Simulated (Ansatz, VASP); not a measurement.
## One calculation of Cu, two programs

```xyz
2
Lattice="2.7368 0.0000 0.0000 -1.3684 2.3702 0.0000 0.0000 0.0000 4.4416" Properties=species:S:1:pos:R:3 pbc="T T T"
Cu    0.0000    1.5801    1.1104
Cu    1.3684    0.7901    3.3312
```

Change from the starting cell: strain +0.080 along x and y, +0.080 along z, atoms carried along.

Alike in both runs: task single point; functional r2SCAN; k mesh 24 × 24 × 12; occupations gaussian, width 0.15 eV; no spin polarisation.

```csv
,VASP,Ansatz
version,VASP 6.6.1,Ansatz 0.2.0
potentials or method,"VASP PAW PBE potentials, release 64 (Cu), cutoff 520 eV","scalar-relativistic, plane waves, PAW"
valence electrons in the cell,22,38
```

Ansatz gave:

```
gap on the k mesh at the Fermi level (eV)                     : none
pressure (GPa)                                                : -20.6
traceless stress, the component that is largest in VASP (GPa) : 0.62
```

Q: Which values does VASP return?

A: gap on the k mesh at the Fermi level (eV): none; pressure (GPa): -20.2; traceless stress, the component that is largest in VASP (GPa): 0.61.

VASP's potentials were made for PBE, not for r2SCAN. A gap of «none» marks a metal or a gap that the smearing closes. VASP's potentials hold 22 valence electrons a cell and Ansatz's 38, so a difference there can come from the potentials and not from the codes.
